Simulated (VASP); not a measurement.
# Al2O3 (R-3c) in VASP: relaxation of cell and atoms with PBE

Aim: the relaxation of cell and atoms of Al2O3 with PBE.

Everything below comes from runs of VASP 6.6.1. Logs are shortened: lines on timing, memory, paths and dates and some standing lists are left out, and cuts for length are marked.

## Step 1: The cell of the first run

It takes space group R-3c (No. 167, trigonal). The conventional cell has a = 4.805 Å, b = 4.805 Å, c = 13.116 Å, α = 90.00°, β = 90.00°, γ = 120.00°. Within 2.5 Å of Al (site symmetry 3) lie 6 O at 1.87 to 1.99 Å. Within 2.9 Å of O (site symmetry 2) lie 4 Al at 1.87 to 1.99 Å and 12 O at 2.55 to 2.89 Å.

## Step 2: Relaxation of cell and atoms, PBE

INCAR reads:

```
PREC = Accurate
ENCUT = 600
EDIFF = 1E-7
ISMEAR = 0
SIGMA = 0.01
LREAL = F
LASPH = T
NELM = 80
ALGO = Normal
ISIF = 3
LWAVE = F
LCHARG = F
GGA = PE
IBRION = 2
NSW = 80
EDIFFG = -0.005
```

KPOINTS reads:

```
regular mesh
0
Gamma
  7 7 7
```

POSCAR reads:

```
Al2O3
1.0
    2.4025136000      1.3870919000      4.3720844000
   -2.4025136000      1.3870919000      4.3720844000
    0.0000000000     -2.7741838000      4.3720844000
Al O
4 6
Direct
    0.6479040000      0.6479040000      0.6479040000
    0.8520960000      0.8520960000      0.8520960000
    0.1479040000      0.1479040000      0.1479040000
    0.3520960000      0.3520960000      0.3520960000
    0.4438545000      0.0561455000      0.7500000000
    0.9438545000      0.2500000000      0.5561455000
    0.0561455000      0.7500000000      0.4438545000
    0.7500000000      0.4438545000      0.0561455000
    0.2500000000      0.5561455000      0.9438545000
    0.5561455000      0.9438545000      0.2500000000
```

Potentials or basis: VASP PAW PBE potentials, release 64 (Al, O).

Started as:

```
cat potpaw_PBE.64/Al/POTCAR potpaw_PBE.64/O/POTCAR > POTCAR
mpirun -np 1 vasp_std > vasp.out
```

OUTCAR:

```text
PREC = Accurate
   ENCUT = 600
   EDIFF = 1E-7
   ISMEAR = 0
   LREAL = F
   LASPH = T
   NELM = 80
   ISIF = 3
   GGA = PE
   IBRION = 2
   NSW = 80
   EDIFFG = -0.005

 ion  position               nearest neighbor table
   1  0.648  0.648  0.648-   6 1.87  10 1.87   9 1.87   5 1.99   7 1.99   8 1.99   2 2.68   4 2.82
                             4 2.82   4 2.82   2 3.25   2 3.25   2 3.25
   2  0.852  0.852  0.852-   9 1.87  10 1.87   6 1.87   5 1.99   8 1.99   7 1.99   1 2.68   3 2.82
                             3 2.82   3 2.82   1 3.25   1 3.25   1 3.25
   3  0.148  0.148  0.148-   8 1.87   5 1.87   7 1.87  10 1.99   9 1.99   6 1.99   4 2.68   2 2.82
                             2 2.82   2 2.82   4 3.25   4 3.25   4 3.25
   4  0.352  0.352  0.352-   7 1.87   5 1.87   8 1.87  10 1.99   6 1.99   9 1.99   3 2.68   1 2.82
                             1 2.82   1 2.82   3 3.25   3 3.25   3 3.25
   5  0.444  0.056  0.750-   3 1.87   4 1.87   1 1.99   2 1.99
   6  0.944  0.250  0.556-   1 1.87   2 1.87   4 1.99   3 1.99
   7  0.056  0.750  0.444-   4 1.87   3 1.87   1 1.99   2 1.99
   8  0.750  0.444  0.056-   3 1.87   4 1.87   2 1.99   1 1.99
   9  0.250  0.556  0.944-   2 1.87   1 1.87   3 1.99   4 1.99
  10  0.556  0.944  0.250-   1 1.87   2 1.87   3 1.99   4 1.99

  LATTYP: Found a trigonal (rhomboedric) cell.
 ALAT       =     5.1779549571
 COS(alpha) =     0.5694285998

  Lattice vectors:

 A1 = (   2.4025136000,   1.3870919000,   4.3720844000)
 A2 = (  -2.4025136000,   1.3870919000,   4.3720844000)
 A3 = (   0.0000000000,  -2.7741838000,   4.3720844000)

Analysis of symmetry for initial positions (statically):
=====================================================================
 Subroutine PRICEL returns:
 Original cell was already a primitive cell.

 Routine SETGRP: Setting up the symmetry group for a
 trigonal (rhombohedral) supercell.

 Subroutine GETGRP returns: Found 12 space group operations
 (whereof  6 operations were pure point group operations)
 out of a pool of 12 trial point group operations.

The static configuration has the point symmetry S_6 .
 The point group associated with its full space group is D_3d.

Analysis of symmetry for dynamics (positions and initial velocities):
=====================================================================
 Subroutine PRICEL returns:
 Original cell was already a primitive cell.

 Routine SETGRP: Setting up the symmetry group for a
 trigonal (rhombohedral) supercell.

 Subroutine GETGRP returns: Found 12 space group operations
 (whereof  6 operations were pure point group operations)
 out of a pool of 12 trial point group operations.

The dynamic configuration has the point symmetry S_6 .
 The point group associated with its full space group is D_3d.

 Subroutine INISYM returns: Found 12 space group operations
 (whereof  6 operations are pure point group operations),
 and found     1 'primitive' translations

----------------------------------------------------------------------------------------

                                     Primitive cell

  volume of cell :      87.4200

  direct lattice vectors                    reciprocal lattice vectors
     2.402513600  1.387091900  4.372084400     0.208115367  0.120155461  0.076241285
    -2.402513600  1.387091900  4.372084400    -0.208115367  0.120155461  0.076241285
     0.000000000 -2.774183800  4.372084400     0.000000000 -0.240310922  0.076241285

  length of vectors
     5.177954957  5.177954957  5.177954978     0.252115201  0.252115201  0.252115197

  position of ions in fractional coordinates (direct lattice)
     0.647904000  0.647904000  0.647904000
     0.852096000  0.852096000  0.852096000
     0.147904000  0.147904000  0.147904000
     0.352096000  0.352096000  0.352096000
     0.443854500  0.056145500  0.750000000
     0.943854500  0.250000000  0.556145500
     0.056145500  0.750000000  0.443854500
     0.750000000  0.443854500  0.056145500
     0.250000000  0.556145500  0.943854500
     0.556145500  0.943854500  0.250000000

  ion indices of the primitive-cell ions
   primitive index   ion index
                 1           1
                 2           2
                 3           3
                 4           4
                 5           5
[... 71 lines left out ...]
   ISPIN  =      1    spin polarized calculation?
   LNONCOLLINEAR =      F non collinear calculations
   LSORBIT =      F    spin-orbit coupling
   LASPH  =      T    aspherical Exc in radial PAW
   ENCUT  =  600.0 eV  44.10 Ry    6.64 a.u.  10.34 10.34 10.34*2*pi/ulx,y,z
   NELM   =     80;   NELMIN=  2; NELMDL= -5     # of ELM steps
   EDIFF  = 0.1E-06   stopping-criterion for ELM
   LREAL  =      F    real-space projection
   EDIFFG = -.5E-02   stopping-criterion for IOM
   NSW    =     80    number of steps for IOM
   IBRION =      2    ionic relax: 0-MD 1-quasi-New 2-CG
   NFREE  =      1    steps in history (QN), initial steepest desc. (CG)
   ISIF   =      3    stress and relaxation
   ISYM   =      2    0-nonsym 1-usesym 2-fastsym
   POTIM  = 0.5000    time-step for ionic-motion
   TEBEG  =    0.0;   TEEND  =   0.0 temperature during run
   PSTRESS=    0.0 pullay stress
   NELECT =      48.0000    total number of electrons
   NUPDOWN=      -1.0000    fix difference up-down
   EMIN   =  10.00;   EMAX   =-10.00  energy-range for DOS
   EFERMI =   0.00;   METHOD = LEGACY
   ISMEAR =     0;   SIGMA  =   0.01  broadening in eV -4-tet -1-fermi 0-gaus
   EFERMI_NEDOS =   21; number of points for ismear=-14 and -15
   IALGO  =     38    algorithm
   IMIX   =      4    mixing-type and parameters
     AMIX     =   0.40;   BMIX     =  1.00
     AMIX_MAG =   1.60;   BMIX_MAG =  1.00
  volume/ion in A,a.u.               =       8.74        58.99
  Fermi-wavevector in a.u.,A,eV,Ry     =   1.340556  2.533283 24.450898  1.797090
  Thomas-Fermi vector in A             =   2.468859
   LORBIT       =      0    0 simple, 1 ext, 2 COOP (PROOUT), +10 PAW based schemes
   GGA     = PE    functional components
   LHFCALC =     F    Hartree Fock is set to
   AEXX    =    0.0000 exact exchange contribution
   IVDW    =     0    specifies the selected vdW correction
   LEPSILON=     F    determine dielectric tensor
   LRPA    =     F    only Hartree local field effects (RPA)
 conjugate gradient relaxation of ions
 non-spin polarized calculation
 Gauss-broadening in eV      SIGMA  =   0.01
  energy-cutoff  :      600.00
  volume of cell :       87.42
 maximum number of plane-waves:      2952
 NGX is ok and might be reduce to    42
   NGX = 21   NGY = 21   NGZ = 21

--------------------------------------- Ionic step        1  -------------------------------------------

 number of electron      47.9999999 magnetization

 Free energy of the ion-electron system (eV)
  ---------------------------------------------------
  ext. energy  EPLUGINS =         0.00000000
  ---------------------------------------------------
  free energy    TOTEN  =       -74.83208476 eV

  energy without entropy =      -74.83208476  energy(sigma->0) =      -74.83208476

------------------------ aborting loop because EDIFF is reached ----------------------------------------

  FORCE on cell =-STRESS in cart. coord.  units (eV):
  Direction    XX          YY          ZZ          XY          YZ          ZX
  --------------------------------------------------------------------------------------
  -------------------------------------------------------------------------------------
  Total        0.0228071      0.0228071     -0.0358390      0.0000000     -0.0000000      0.0000000
  in kB        0.4179943      0.4179944     -0.6568334      0.0000000     -0.0000000      0.0000000
  external PRESSURE =       0.0597185 kB  Pullay stress =       0.0000000 kB

 VOLUME and BASIS-vectors are now :
 -----------------------------------------------------------------------------
  energy-cutoff  :      600.00
  volume of cell :       87.42
      direct lattice vectors                 reciprocal lattice vectors
     2.402513600  1.387091900  4.372084400     0.208115367  0.120155461  0.076241285
    -2.402513600  1.387091900  4.372084400    -0.208115367  0.120155461  0.076241285
     0.000000000 -2.774183800  4.372084400     0.000000000 -0.240310922  0.076241285

 POSITION                                       TOTAL-FORCE (eV/Angst)
 -----------------------------------------------------------------------------------
      0.00000      0.00000      8.49807         0.000000     -0.000000     -0.011829
      0.00000      0.00000     11.17631         0.000000     -0.000000      0.011829
      0.00000      0.00000      1.93995         0.000000     -0.000000     -0.011829
      0.00000      0.00000      4.61818         0.000000     -0.000000      0.011829
      0.93148     -1.38709      5.46511        -0.004761     -0.000000      0.000000
      1.66699      0.11314      7.65115        -0.002381     -0.004123      0.000000
     -1.66699     -0.11314      5.46511         0.002381      0.004123      0.000000
      0.73552      1.50023      5.46511         0.002381     -0.004123      0.000000
     -0.73552     -1.50023      7.65115        -0.002381      0.004123      0.000000
     -0.93148      1.38709      7.65115         0.004761     -0.000000      0.000000
 -----------------------------------------------------------------------------------
    total drift:                                0.000000      0.000000     -0.000000

  FREE ENERGIE OF THE ION-ELECTRON SYSTEM (eV)
  ---------------------------------------------------
  free  energy   TOTEN  =       -74.8320847626 eV

  energy  without entropy=      -74.8320847626  energy(sigma->0) =      -74.83208476

--------------------------------------- Ionic step        2  -------------------------------------------

 number of electron      47.9999999 magnetization

 Free energy of the ion-electron system (eV)
  ---------------------------------------------------
  ext. energy  EPLUGINS =         0.00000000
  ---------------------------------------------------
  free energy    TOTEN  =       -74.83211133 eV

  energy without entropy =      -74.83211133  energy(sigma->0) =      -74.83211133

 E-fermi :   5.9559     XC(G=0): -11.5477

 val. band max:        5.8203553226   @ k =   0.0000   0.0000   0.0000
 cond. band min:      11.6933854975   @ k =   0.0000   0.0000   0.0000
 fundamental gap:      5.8730301749
 Fermi energy:         5.9559179700

 k-point     1 :       0.0000    0.0000    0.0000
  band No.  band energies     occupation
      1     -13.2077      2.00000
      2     -10.9796      2.00000
      3     -10.7161      2.00000
      4     -10.7161      2.00000
      5     -10.4091      2.00000
      6     -10.4091      2.00000
[... 781 lines left out ...]
     29      16.8447      0.00000
     30      17.0118      0.00000

 [... further k-points ...]

------------------------ aborting loop because EDIFF is reached ----------------------------------------

  FORCE on cell =-STRESS in cart. coord.  units (eV):
  Direction    XX          YY          ZZ          XY          YZ          ZX
  --------------------------------------------------------------------------------------
  -------------------------------------------------------------------------------------
  Total       -0.0000997     -0.0000997     -0.0154755      0.0000000      0.0000000      0.0000000
  in kB       -0.0018266     -0.0018266     -0.2836112      0.0000000      0.0000000      0.0000000
  external PRESSURE =      -0.0957548 kB  Pullay stress =       0.0000000 kB

 VOLUME and BASIS-vectors are now :
 -----------------------------------------------------------------------------
  energy-cutoff  :      600.00
  volume of cell :       87.42
      direct lattice vectors                 reciprocal lattice vectors
     2.402777943  1.387244518  4.371328481     0.208092471  0.120142242  0.076254469
    -2.402777943  1.387244518  4.371328481    -0.208092471  0.120142242  0.076254469
    -0.000000000 -2.774489037  4.371328481     0.000000000 -0.240284484  0.076254469

 POSITION                                       TOTAL-FORCE (eV/Angst)
 -----------------------------------------------------------------------------------
     -0.00000      0.00000      8.49603         0.000000     -0.000000     -0.003811
     -0.00000      0.00000     11.17495        -0.000000     -0.000000      0.003811
     -0.00000      0.00000      1.93904         0.000000     -0.000000     -0.003811
     -0.00000      0.00000      4.61795        -0.000000     -0.000000      0.003811
      0.93135     -1.38724      5.46416         0.002090     -0.000000     -0.000000
      1.66706      0.11295      7.64982         0.001045      0.001810      0.000000
     -1.66706     -0.11295      5.46416        -0.001045     -0.001810      0.000000
      0.73571      1.50019      5.46416        -0.001045      0.001810      0.000000
     -0.73571     -1.50019      7.64982         0.001045     -0.001810      0.000000
     -0.93135      1.38724      7.64982        -0.002090     -0.000000     -0.000000
 -----------------------------------------------------------------------------------
    total drift:                               -0.000000     -0.000000      0.000000

  FREE ENERGIE OF THE ION-ELECTRON SYSTEM (eV)
  ---------------------------------------------------
  free  energy   TOTEN  =       -74.8321113334 eV

  energy  without entropy=      -74.8321113334  energy(sigma->0) =      -74.83211133

 reached required accuracy - stopping structural energy minimisation
```

It took 3.1 min on 1 thread of Intel Xeon Platinum 8488C (Sapphire Rapids), shared host; peak memory 0.31 GiB.

What came out:

```
Free energy                  : -74.8321 eV
Energy gained by relaxing    : 0.0 meV/atom
Ionic steps                  : 2
Pressure after relaxing      : 0.0 GPa
Largest force after relaxing : 0.004 eV/Å
Band gap on the k mesh       : 5.87 eV
```

Forces on the atoms (eV/Å):
```
Al   0.000  0.000 -0.004
Al   0.000  0.000  0.004
Al   0.000  0.000 -0.004
Al   0.000  0.000  0.004
O    0.002  0.000  0.000
O    0.001  0.002  0.000
O   -0.001 -0.002  0.000
O   -0.001  0.002  0.000
O    0.001 -0.002  0.000
O   -0.002  0.000  0.000
```

Final structure:
```xyz
10
Lattice="2.4028 1.3872 4.3713 -2.4028 1.3872 4.3713 0.0000 -2.7745 4.3713" Properties=species:S:1:pos:R:3 pbc="T T T"
Al    0.0000    0.0000    8.4960
Al    0.0000    0.0000   11.1749
Al    0.0000    0.0000    1.9390
Al    0.0000    0.0000    4.6180
O     0.9313   -1.3872    5.4642
O     1.6671    0.1130    7.6498
O    -1.6671   -0.1129    5.4642
O     0.7357    1.5002    5.4642
O    -0.7357   -1.5002    7.6498
O    -0.9313    1.3872    7.6498
```

Levels at points of the mesh, in eV from the valence-band top:
| k point | band 21 | band 22 | band 23 | band 24 | band 25 | band 26 | band 27 | band 28 |
| --- | --- | --- | --- | --- | --- | --- | --- | --- |
| (0.00, 0.00, 0.00) | -0.46 | -0.03 | -0.03 | 0.00 | 5.87 | 8.92 | 10.39 | 11.29 |

Caveat: an odd mesh through Γ misses points on the zone boundary, where band edges can lie.
